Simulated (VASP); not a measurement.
Runs of VASP 6.6.1 on MgS. The structure is that of space group Fm-3m (No. 225), or close to it. The cells are those of the table. 

| task | cell | cutoff (eV) | smearing | gap on the mesh (eV) | pressure (GPa) | relaxed volume (Å³/atom) |
| --- | --- | --- | --- | --- | --- | --- |
| single point | a = 3.664 Å, angles 60.0°, 2 atoms | 520 | gaussian 0.02 eV | 2.73 | (b) | - |
| single point | a = 3.782 Å, angles 60.0°, 2 atoms | 520 | gaussian 0.02 eV | (a) | -6.3 | - |
| single point | a = 3.700 Å, angles 60.0°, 2 atoms | 520 | gaussian 0.02 eV | 2.67 | -2.4 | - |
| relaxation of cell and atoms | relaxed from a = 3.664 Å, angles 60.0°, 2 atoms | 600 | gaussian 0.01 eV | 2.73 | 0.0 | 17.36 |
| relaxation of cell and atoms | relaxed from a = 3.679 Å, angles 60.0°, 2 atoms | 600 | gaussian 0.02 eV | 2.73 | 0.0 | 17.36 |

Alike in all rows: level PBEsol; potentials or basis VASP PAW PBE potentials, release 64 (Mg, S); no spin polarisation; k mesh 8 × 8 × 8.

Question: Estimate the missing entries.

Answer: (a) 2.53; (b) -0.2.

Caveats: the PAW data sets were made with another functional, which shifts forces and pressure a little.

A k mesh can miss the band edges.
